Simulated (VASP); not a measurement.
Input of a VASP 6.6.1 run:

The input INCAR:

```
PREC     = Accurate       # precision mode
ENCUT    = 520            # plane-wave cutoff, eV
EDIFF    = 1E-6           # SCF threshold, eV
ISMEAR   = -1             # smearing method
SIGMA    = 0.05           # smearing width, eV
LREAL    = F              # projectors in reciprocal space
LASPH    = T              # aspherical terms in the spheres
NELM     = 60             # most SCF steps
ALGO     = Normal         # electronic algorithm
ISIF     = 2              # what is computed and relaxed
LWAVE    = F              # write WAVECAR
LCHARG   = F              # write CHGCAR
GGA      = PE             # functional
NBANDS   = 44             # bands
```

Contents of KPOINTS:

```
Automatic mesh
0
Gamma
  5 5 5
```

POSCAR

```
SiO2
1.0
   -4.5048837963      4.5048837963      2.6361801577
    4.5048837963     -4.5048837963      2.6361801577
    4.5048837963      4.5048837963     -2.6361801577
Si O
4 8
Direct
    0.8230813201      0.8230813201      0.6461626403
    0.1769186799      0.8230813201      0.0000000000
    0.8230813201      0.1769186799      0.0000000000
    0.1769186799      0.1769186799      0.3538373597
    0.0000000000      0.7905227590      0.7905227590
    0.2094772410      0.0000000000      0.2094772410
    0.7905227590      0.0000000000      0.7905227590
    0.0000000000      0.2094772410      0.2094772410
    0.0000000000      0.0000000000      0.5000000000
    0.5000000000      0.0000000000      0.0000000000
    0.0000000000      0.5000000000      0.0000000000
    0.5000000000      0.5000000000      0.5000000000
```

Potentials or basis: VASP PAW PBE potentials, release 64 (Si, O).

Run with:

```console
$ cat potpaw_PBE.64/Si/POTCAR potpaw_PBE.64/O/POTCAR > POTCAR
$ mpirun -np 1 vasp_std > vasp.out
```

Predict the largest force.

0.030 eV/Å.

Predict the band gap on the k mesh.

5.36 eV.

What does it give for the pressure?

0.0 GPa.

Forces on the atoms (eV/Å):
```
Si  -0.021 -0.021  0.000
Si  -0.021  0.021  0.000
Si   0.021 -0.021  0.000
Si   0.021  0.021  0.000
O    0.013  0.000  0.000
O    0.000 -0.013  0.000
O    0.000  0.013  0.000
O   -0.013  0.000  0.000
O    0.000  0.000  0.000
O    0.000  0.000  0.000
O    0.000  0.000  0.000
O    0.000  0.000  0.000
```

Caveat: an odd mesh through Γ misses points on the zone boundary, where band edges can lie.
